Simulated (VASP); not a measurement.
The system is I.

```
CELL_PARAMETERS angstrom
3.58866 -2.14132 0.00000
3.58866 2.14132 0.00000
0.00000 0.00000 9.62721
ATOMIC_POSITIONS crystal
I 0.82543 0.17457 0.12318
I 0.67457 0.32543 0.62318
I 0.17457 0.82543 0.87682
I 0.32543 0.67457 0.37682
```

Base run:

```yaml
Program: VASP 6.6.1
Functional: LDA
Potentials_or_basis: VASP PAW LDA potentials, release 64 (I)
Cutoff: 520 eV
k_mesh: 7 × 7 × 3
Occupations: fermi-dirac, width 0.05 eV
Spin: no spin polarisation
```

Its results: band gap on the k mesh 0.64 eV (least direct gap 0.99 eV); pressure 0.0 GPa; largest force 0.033 eV/Å.

**Question.** The run is repeated on the same cell with these changes: k mesh from 7 × 7 × 3 to 4 × 4 × 2. What comes out?

**Answer.** Band gap on the k mesh 0.76 eV (least direct gap 1.02 eV); pressure 0.0 GPa; largest force 0.043 eV/Å.

Caveats: some runs use coarse meshes; spin-orbit coupling is left out, which moves the levels of the heavy elements; an odd mesh through Γ misses points on the zone boundary, where band edges can lie (at least some runs).
